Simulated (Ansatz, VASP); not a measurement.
Two plane-wave programs on Ge

```
CELL_PARAMETERS angstrom
-2.57449 2.57449 1.42536
2.57449 -2.57449 1.42536
2.57449 2.57449 -1.42536
ATOMIC_POSITIONS crystal
Ge 0.50000 0.50000 0.00000
Ge 0.25000 0.75000 0.50000
```

Alike in both runs: task single point; functional PBEsol; k mesh 9 × 9 × 9; occupations fermi-dirac, width 0.05 eV; no spin polarisation.

|  | VASP | Ansatz |
| --- | --- | --- |
| version | VASP 6.6.1 | Ansatz 0.2.0 |
| potentials or method | VASP PAW PBE potentials, release 64 (Ge_d) | Ansatz PAW |
| plane-wave cutoff (eV) | 520 | 420 |
| valence electrons in the cell | 28 | 28 |

VASP gave:

* gap on the k mesh at the Fermi level (eV): none
* pressure (GPa): -2.1
* traceless stress, the component that is largest in VASP (GPa): -0.71

Task: Which values does Ansatz return?

Result: gap on the k mesh at the Fermi level (eV): none; pressure (GPa): -2.0; traceless stress, the component that is largest in VASP (GPa): -0.73.

VASP's potentials were made for PBE, not for PBEsol. A gap of «none» marks a metal or a gap that the smearing closes.
